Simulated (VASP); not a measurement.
Here is a VASP 6.6.1 calculation.

File INCAR:

```
PREC = Accurate
ENCUT = 520
EDIFF = 1E-6
ISMEAR = 0
SIGMA = 0.1
LREAL = F
LASPH = T
NELM = 100
ALGO = Normal
ISIF = 2
LWAVE = F
LCHARG = T
GGA = PS
LELF = T
LVHAR = T
NBANDS = 28
```

KPOINTS

```
regular mesh
0
Gamma
  6 6 6
```

The input POSCAR:

```
CsBa3
1.0
    6.4421016045     -0.3962622600      0.3962622600
   -0.3962622600      6.4421016045     -0.3962622600
    0.3962622600     -0.3962622600      6.4421016045
Cs Ba
1 3
Direct
    0.0039972272     -0.0039972272      0.0039972272
    0.0015456540      0.5208554844      0.5153126032
    0.5153126032     -0.0015456540      0.4791445156
    0.4791445156      0.4846873968      0.0015456540
```

Potentials or basis: VASP PAW PBE potentials, release 64 (Cs_sv, Ba_sv).

The run is started by

```console
$ cat potpaw_PBE.64/Cs_sv/POTCAR potpaw_PBE.64/Ba_sv/POTCAR > POTCAR
$ mpirun -np 1 vasp_std > vasp.out
```

Question: Estimate the pressure.

Answer: 0.1 GPa.

Question: What does it give for the largest force?

Answer: 0.166 eV/Å.

Forces in eV/Å, atoms in the order of the input:
```
Cs  -0.029  0.029 -0.029
Ba  -0.063 -0.144 -0.052
Ba  -0.052  0.063  0.144
Ba   0.144  0.052 -0.063
```

Caveat: the cell differs from its parent crystal (strained and its atoms moved); the PAW data sets were made with another functional, which shifts forces and pressure a little.
